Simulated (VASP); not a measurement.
# AlFe (Pm-3m) in VASP: a series of runs

Runs on AlFe. Level: PBEsol. Tasks: single point.

Program: VASP 6.6.1. These are calculated values, not measurements. Logs are shortened: lines on timing, memory, paths and dates and some standing lists are left out, and cuts for length are marked.

## Step 1: The cell of the first run

It takes space group Pm-3m (No. 221, cubic). Conventional cell: a = 2.910 Å, b = 2.910 Å, c = 2.910 Å, α = 90.00°, β = 90.00°, γ = 90.00°. Fe (site symmetry m-3m) has 8 Al at 2.52 Å and 6 Fe at 2.91 Å within 3.3 Å. Within 3.3 Å of Al (site symmetry m-3m) lie 8 Fe at 2.52 Å and 6 Al at 2.91 Å.

## Step 2: Single point, PBEsol, collinear spin, ferromagnetic start

Input file INCAR:

```
SYSTEM = AlFe
PREC     = Accurate       ! precision mode
ENCUT    = 690            ! plane-wave cutoff, eV
EDIFF    = 1E-6           ! SCF threshold, eV
ISMEAR   = -1             ! smearing method
SIGMA    = 0.05           ! smearing width, eV
LREAL    = .FALSE.        ! projectors in reciprocal space
LASPH    = .TRUE.         ! aspherical terms in the spheres
NELM     = 200            ! most SCF steps
ALGO     = Normal         ! electronic algorithm
ISIF     = 2              ! what is computed and relaxed
LWAVE    = .FALSE.        ! write WAVECAR
LCHARG   = .TRUE.         ! write CHGCAR
ISPIN    = 2              ! spin polarisation
MAGMOM   = 3 0            ! initial moments
LORBIT   = 11             ! projections on sites
NUPDOWN  = 3.0            ! fixed moment
LMAXMIX  = 4              ! l up to which the mixer works
GGA      = PS             ! functional
LELF     = .TRUE.         ! ELF
LVHAR    = .TRUE.       
NBANDS   = 20             ! bands
GGA_COMPAT= .FALSE.
```

Input file KPOINTS:

```
Automatic mesh
0
G
  8 8 8
  0 0 0
```

Input file POSCAR:

```
AlFe
1.0
    2.9100000000      0.0000000000      0.0000000000
    0.0000000000      2.9100000000      0.0000000000
    0.0000000000      0.0000000000      2.9100000000
Fe Al
1 1
Direct
    0.5000000000      0.5000000000      0.5000000000
    0.0000000000      0.0000000000      0.0000000000
```

Potentials or basis: VASP PAW PBE potentials, release 64 (Fe_sv, Al).

Started as:

```
$ cat potpaw_PBE.64/Fe_sv/POTCAR potpaw_PBE.64/Al/POTCAR > POTCAR
$ mpirun -np 1 vasp_std > vasp.out
```

OUTCAR:

```text
SYSTEM = AlFe
   PREC = Accurate
   ENCUT = 690
   EDIFF = 1E-6
   ISMEAR = -1
   LREAL = .FALSE.
   LASPH = .TRUE.
   NELM = 200
   ISIF = 2
   ISPIN = 2
   LORBIT = 11
   NUPDOWN = 3.0
   GGA = PS

 ion  position               nearest neighbor table
   1  0.500  0.500  0.500-   2 2.52   2 2.52   2 2.52   2 2.52   2 2.52   2 2.52   2 2.52   2 2.52

   2  0.000  0.000  0.000-   1 2.52   1 2.52   1 2.52   1 2.52   1 2.52   1 2.52   1 2.52   1 2.52

  LATTYP: Found a simple cubic cell.
 ALAT       =     2.9100000000

  Lattice vectors:

 A1 = (   2.9100000000,   0.0000000000,   0.0000000000)
 A2 = (   0.0000000000,   2.9100000000,   0.0000000000)
 A3 = (   0.0000000000,   0.0000000000,   2.9100000000)

Analysis of symmetry for initial positions (statically):
=====================================================================
 Subroutine PRICEL returns:
 Original cell was already a primitive cell.

 Routine SETGRP: Setting up the symmetry group for a
 simple cubic supercell.

 Subroutine GETGRP returns: Found 48 space group operations
 (whereof 48 operations were pure point group operations)
 out of a pool of 48 trial point group operations.

The static configuration has the point symmetry O_h .

Analysis of symmetry for dynamics (positions and initial velocities):
=====================================================================
 Subroutine PRICEL returns:
 Original cell was already a primitive cell.

 Routine SETGRP: Setting up the symmetry group for a
 simple cubic supercell.

 Subroutine GETGRP returns: Found 48 space group operations
 (whereof 48 operations were pure point group operations)
 out of a pool of 48 trial point group operations.

The dynamic configuration has the point symmetry O_h .

Analysis of structural, dynamic, and magnetic symmetry:
=====================================================================
 Subroutine PRICEL returns:
 Original cell was already a primitive cell.

 Routine SETGRP: Setting up the symmetry group for a
 simple cubic supercell.

 Subroutine GETGRP returns: Found 48 space group operations
 (whereof 48 operations were pure point group operations)
 out of a pool of 48 trial point group operations.

The overall configuration has the point symmetry O_h .

 Subroutine INISYM returns: Found 48 space group operations
 (whereof 48 operations are pure point group operations),
 and found     1 'primitive' translations

----------------------------------------------------------------------------------------

[... 115 lines left out ...]
  Thomas-Fermi vector in A             =   2.612585
   LORBIT       =     11    0 simple, 1 ext, 2 COOP (PROOUT), +10 PAW based schemes
   GGA     = PS    functional components
   LHFCALC =     F    Hartree Fock is set to
   AEXX    =    0.0000 exact exchange contribution
   IVDW    =     0    specifies the selected vdW correction
   LEPSILON=     F    determine dielectric tensor
   LRPA    =     F    only Hartree local field effects (RPA)
 spin polarized calculation
  energy-cutoff  :      690.00
  volume of cell :       24.64
 maximum number of plane-waves:      1064
 NGX is ok and might be reduce to    28
   NGX = 13   NGY = 13   NGZ = 13

 number of electron      19.0000012 magnetization       3.0000002

 Free energy of the ion-electron system (eV)
  ---------------------------------------------------
  ext. energy  EPLUGINS =         0.00000000
  ---------------------------------------------------
  free energy    TOTEN  =       -12.84318887 eV

  energy without entropy =      -12.82467293  energy(sigma->0) =      -12.83393090

 E-fermi :  10.5721     XC(G=0): -12.3714

 val. band max:       12.9859880232   @ k =   0.5000   0.5000   0.5000
 cond. band min:      10.5773201257   @ k =   0.3750   0.1250   0.0000
 fundamental gap:     -2.4086678975
 Fermi energy:        13.1113637767

 spin component 1

 k-point     1 :       0.0000    0.0000    0.0000
  band No.  band energies     occupation
      1     -77.4310      1.00000
      2     -43.5914      1.00000
      3     -43.5914      1.00000
      4     -43.5914      1.00000
      5       0.0223      1.00000
      6       6.9987      1.00000
[... 541 lines left out ...]
     19      29.9375      0.00000
     20      31.2912      0.00000

 [... further k-points ...]

 spin component 2

 k-point     1 :       0.0000    0.0000    0.0000
  band No.  band energies     occupation
      1     -74.4424      1.00000
      2     -40.6669      1.00000
      3     -40.6669      1.00000
      4     -40.6669      1.00000
      5       0.4565      1.00000
      6       8.9361      1.00000
[... 541 lines left out ...]
     19      30.6151      0.00000
     20      31.6663      0.00000

 [... further k-points ...]

------------------------ aborting loop because EDIFF is reached ----------------------------------------

  FORCE on cell =-STRESS in cart. coord.  units (eV):
  Direction    XX          YY          ZZ          XY          YZ          ZX
  --------------------------------------------------------------------------------------
  -------------------------------------------------------------------------------------
  Total        1.6989813      1.6989813      1.6989813      0.0000000      0.0000000     -0.0000000
  in kB      110.4638615    110.4638615    110.4638615      0.0000000      0.0000000     -0.0000000
  external PRESSURE =     110.4638615 kB  Pullay stress =       0.0000000 kB

 VOLUME and BASIS-vectors are now :
 -----------------------------------------------------------------------------
  energy-cutoff  :      690.00
  volume of cell :       24.64
      direct lattice vectors                 reciprocal lattice vectors
     2.910000000  0.000000000  0.000000000     0.343642612  0.000000000  0.000000000
     0.000000000  2.910000000  0.000000000     0.000000000  0.343642612  0.000000000
     0.000000000  0.000000000  2.910000000     0.000000000  0.000000000  0.343642612

 POSITION                                       TOTAL-FORCE (eV/Angst)
 -----------------------------------------------------------------------------------
      1.45500      1.45500      1.45500         0.000000      0.000000      0.000000
      0.00000      0.00000      0.00000         0.000000      0.000000      0.000000
 -----------------------------------------------------------------------------------
    total drift:                                0.000000      0.000000      0.000000

  FREE ENERGIE OF THE ION-ELECTRON SYSTEM (eV)
  ---------------------------------------------------
  free  energy   TOTEN  =       -12.8431888717 eV

  energy  without entropy=      -12.8246729294  energy(sigma->0) =      -12.83393090

 total charge

# of ion       s       p       d       tot
------------------------------------------
    1        2.177   6.041   5.542  13.760
    2        0.394   0.448   0.000   0.842
--------------------------------------------------
tot          2.571   6.488   5.542  14.602

 magnetization (x)

# of ion       s       p       d       tot
------------------------------------------
    1        0.025   0.031   2.517   2.573
    2       -0.010   0.023   0.000   0.013
--------------------------------------------------
tot          0.016   0.054   2.517   2.586
```

stdout:

```text
POSCAR found type information on POSCAR FeAl
 POSCAR found :  2 types and       2 ions
 scaLAPACK will be used
 -----------------------------------------------------------------------------
|                                                                             |
|                                                                             |
|     You enforced a specific xc type in the INCAR file but a different       |
|     I HOPE YOU KNOW WHAT YOU ARE DOING!                                     |
|                                                                             |
 -----------------------------------------------------------------------------

 LDA part: xc-table for (Slater+PW92), standard interpolation
 POSCAR, INCAR and KPOINTS ok, starting setup
 FFT: planning ... GRIDC
 FFT: planning ... GRID_SOFT
 FFT: planning ... GRID
 WAVECAR not read
 entering main loop
```

It took 30 s on 1 thread of Intel Xeon Platinum 8488C (Sapphire Rapids), shared host; peak memory 0.19 GiB.

Results:

```
Free energy                                           : -12.8432 eV
Pressure                                              : 11.0 GPa
Net moment                                            : 3.00 μB per cell
Site moments                                          : Fe +2.57; Al +0.01 μB
Valence electrons inside the program's atomic spheres : Fe 13.76; Al 0.84
```

Caveat: the cell stands under pressure; the PAW data sets were made with another functional, which shifts forces and pressure a little; the total moment is fixed, so each spin has its own Fermi level and the state may be an excited one.

## Step 3: Single point, PBEsol, collinear spin, ferromagnetic start

Input file INCAR:

```
PREC = Accurate ; ENCUT = 690
EDIFF = 1E-6 ; ISMEAR = -1
SIGMA = 0.05 ; LREAL = F
LASPH = T ; NELM = 200
ALGO = Normal ; ISIF = 2
LWAVE = F ; LCHARG = F
ISPIN = 2 ; MAGMOM = 1.5 0
LORBIT = 11 ; NUPDOWN = 1.5
LMAXMIX = 4 ; GGA = PS
NBANDS = 20 ; GGA_COMPAT = F
```

Input file KPOINTS:

```
regular mesh
0
Gamma
  8 8 8
```

POSCAR is that of step 2.

Potentials or basis: VASP PAW PBE potentials, release 64 (Fe_sv, Al).

Started as:

```
$ cat potpaw_PBE.64/Fe_sv/POTCAR potpaw_PBE.64/Al/POTCAR > POTCAR
$ mpirun -np 1 vasp_std > vasp.out
```

OUTCAR:

```text
PREC = Accurate
   ENCUT = 690
   EDIFF = 1E-6
   ISMEAR = -1
   LREAL = F
   LASPH = T
   NELM = 200
   ISIF = 2
   ISPIN = 2
   LORBIT = 11
   NUPDOWN = 1.5
   GGA = PS

 ion  position               nearest neighbor table
   1  0.500  0.500  0.500-   2 2.52   2 2.52   2 2.52   2 2.52   2 2.52   2 2.52   2 2.52   2 2.52

   2  0.000  0.000  0.000-   1 2.52   1 2.52   1 2.52   1 2.52   1 2.52   1 2.52   1 2.52   1 2.52

  LATTYP: Found a simple cubic cell.
 ALAT       =     2.9100000000

[... 1321 lines left out ...]
  external PRESSURE =     -56.9972196 kB  Pullay stress =       0.0000000 kB

 VOLUME and BASIS-vectors are now :
 -----------------------------------------------------------------------------
  energy-cutoff  :      690.00
  volume of cell :       24.64
      direct lattice vectors                 reciprocal lattice vectors
     2.910000000  0.000000000  0.000000000     0.343642612  0.000000000  0.000000000
     0.000000000  2.910000000  0.000000000     0.000000000  0.343642612  0.000000000
     0.000000000  0.000000000  2.910000000     0.000000000  0.000000000  0.343642612

 POSITION                                       TOTAL-FORCE (eV/Angst)
 -----------------------------------------------------------------------------------
      1.45500      1.45500      1.45500         0.000000      0.000000      0.000000
      0.00000      0.00000      0.00000         0.000000      0.000000      0.000000
 -----------------------------------------------------------------------------------
    total drift:                                0.000000      0.000000      0.000000

  FREE ENERGIE OF THE ION-ELECTRON SYSTEM (eV)
  ---------------------------------------------------
  free  energy   TOTEN  =       -13.6424663268 eV

  energy  without entropy=      -13.6144794385  energy(sigma->0) =      -13.62847288

 total charge

# of ion       s       p       d       tot
------------------------------------------
    1        2.161   6.020   5.651  13.831
    2        0.394   0.427   0.000   0.822
--------------------------------------------------
tot          2.555   6.447   5.651  14.653

 magnetization (x)

# of ion       s       p       d       tot
------------------------------------------
    1        0.006   0.007   1.470   1.482
    2       -0.014  -0.025   0.000  -0.039
--------------------------------------------------
tot         -0.009  -0.018   1.470   1.443
```

OSZICAR:

```text
N       E                     dE             d eps       ncg     rms          rms(c)
DAV:   1     0.314638415076E+03    0.31464E+03   -0.12409E+04  2808   0.143E+03
DAV:   2    -0.290492516266E+00   -0.31493E+03   -0.29964E+03  2824   0.474E+02
DAV:   3    -0.153602399371E+02   -0.15070E+02   -0.14895E+02  3488   0.122E+02
DAV:   4    -0.157054440389E+02   -0.34520E+00   -0.34491E+00  3316   0.199E+01
DAV:   5    -0.157203655379E+02   -0.14921E-01   -0.14920E-01  3692   0.427E+00    0.153E+01
DAV:   6    -0.178656187995E+02   -0.21453E+01   -0.26812E+01  3308   0.887E+01    0.279E+01
DAV:   7    -0.136438705003E+02    0.42217E+01   -0.11011E+01  3248   0.574E+01    0.416E+00
DAV:   8    -0.136555136035E+02   -0.11643E-01   -0.15981E-01  3308   0.339E+00    0.182E+00
DAV:   9    -0.136481471505E+02    0.73665E-02   -0.55516E-03  3672   0.664E-01    0.126E+00
DAV:  10    -0.136425268993E+02    0.56203E-02   -0.47657E-03  3460   0.635E-01    0.237E-01
DAV:  11    -0.136424727241E+02    0.54175E-04   -0.22164E-04  4148   0.205E-01    0.106E-01
DAV:  12    -0.136424660359E+02    0.66882E-05   -0.10811E-05  3512   0.447E-02    0.523E-02
DAV:  13    -0.136424663268E+02   -0.29092E-06   -0.19404E-06  3140   0.206E-02
   1 F= -.13642466E+02 E0= -.13628473E+02  d E =-.279869E-01  mag=     1.5000
```

stdout:

```text
POSCAR found type information on POSCAR FeAl
 POSCAR found :  2 types and       2 ions
 scaLAPACK will be used
 -----------------------------------------------------------------------------
|                                                                             |
|                                                                             |
|     You enforced a specific xc type in the INCAR file but a different       |
|     I HOPE YOU KNOW WHAT YOU ARE DOING!                                     |
|                                                                             |
 -----------------------------------------------------------------------------

 LDA part: xc-table for (Slater+PW92), standard interpolation
 POSCAR, INCAR and KPOINTS ok, starting setup
 FFT: planning ... GRIDC
 FFT: planning ... GRID_SOFT
 FFT: planning ... GRID
 WAVECAR not read
 entering main loop
```

Run time: 49 s. Hardware: 1 thread of Intel Xeon Platinum 8259CL at 2.50GHz (Skylake/Cascade Lake), shared host; peak memory 0.19 GiB.

What came out:

* Free energy: -13.6425 eV
* Pressure: -5.7 GPa
* Net moment: 1.50 μB per cell
* Site moments: Fe +1.48; Al -0.04 μB
* Valence electrons inside the program's atomic spheres: Fe 13.83; Al 0.82

Caveat: the cell stands under tension; the PAW data sets were made with another functional, which shifts forces and pressure a little; the total moment is fixed, so each spin has its own Fermi level and the state may be an excited one.

## Step 4: Single point, PBEsol, collinear spin, ferromagnetic start

Input file INCAR:

```
SYSTEM = AlFe
ALGO     = Normal         ! electronic algorithm
EDIFF    = 1E-6           ! SCF threshold, eV
ENCUT    = 690            ! plane-wave cutoff, eV
GGA      = PS             ! functional
GGA_COMPAT= .False.      
ISIF     = 2              ! what is computed and relaxed
ISMEAR   = -1             ! smearing method
ISPIN    = 2              ! spin polarisation
LASPH    = .True.         ! aspherical terms in the spheres
LCHARG   = .False.        ! write CHGCAR
LMAXMIX  = 4              ! l up to which the mixer works
LORBIT   = 11             ! projections on sites
LREAL    = .False.        ! projectors in reciprocal space
LWAVE    = .False.        ! write WAVECAR
MAGMOM   = 6 0            ! initial moments
NBANDS   = 20             ! bands
NELM     = 200            ! most SCF steps
NUPDOWN  = 6.0            ! fixed moment
PREC     = Accurate       ! precision mode
SIGMA    = 0.05           ! smearing width, eV
```

Input file KPOINTS:

```
k-points
0
Gamma
  8 8 8
  0 0 0
```

POSCAR is that of step 3.

Started as:

```
$ cat potpaw_PBE.64/Fe_sv/POTCAR potpaw_PBE.64/Al/POTCAR > POTCAR
$ mpirun -np 1 vasp_std > vasp.out
```

Wall time 36 s (1 thread of Intel Xeon Platinum 8488C (Sapphire Rapids), shared host); peak memory 0.19 GiB.

The run converged. Its results:

```
Free energy                                           : -5.7346 eV
Pressure                                              : 75.3 GPa
Net moment                                            : 6.00 μB per cell
Site moments                                          : Fe +3.88; Al +0.33 μB
Valence electrons inside the program's atomic spheres : Fe 13.55; Al 0.93
```

Caveat: the cell stands under pressure; the PAW data sets were made with another functional, which shifts forces and pressure a little; the total moment is fixed, so each spin has its own Fermi level and the state may be an excited one.

(Continued in part 2 of 2.)
